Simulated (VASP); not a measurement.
A run of VASP 6.6.1:

The input INCAR:

```
PREC = Accurate
ENCUT = 520
EDIFF = 1E-7
ISMEAR = 0
SIGMA = 0.15
LREAL = F
LASPH = T
NELM = 80
ALGO = Fast
ISIF = 2
LWAVE = F
LCHARG = T
GGA = PS
LELF = T
LVHAR = T
NBANDS = 14
```

File KPOINTS:

```
regular mesh
0
Gamma
  24 24 14
```

File POSCAR:

```
TiAl
1.0
    2.8478212847      0.0000000000      0.0000000000
   -1.4239106423      2.4662855780      0.0000000000
    0.0000000000      0.0000000000      4.6199447394
Ti Al
1 1
Direct
   -0.0171414833     -0.0342829666      0.0000000000
    0.3637434370      0.7274868739      0.5000000000
```

Potentials or basis: VASP PAW PBE potentials, release 64 (Ti_sv, Al).

The run is started by

```console
$ cat potpaw_PBE.64/Ti_sv/POTCAR potpaw_PBE.64/Al/POTCAR > POTCAR
$ mpirun -np 1 vasp_std > vasp.out
```

Hardware: 1 thread of AMD EPYC 7R43 64-Core Processor (Zen 3), with other jobs on the host.

Estimate the wall time of this run.

Run time: 25 min on 1 thread of AMD EPYC 7R43 64-Core Processor (Zen 3), with other jobs on the host, peak memory 0.61 GiB. Counts: scf iterations 35, k points 1256.
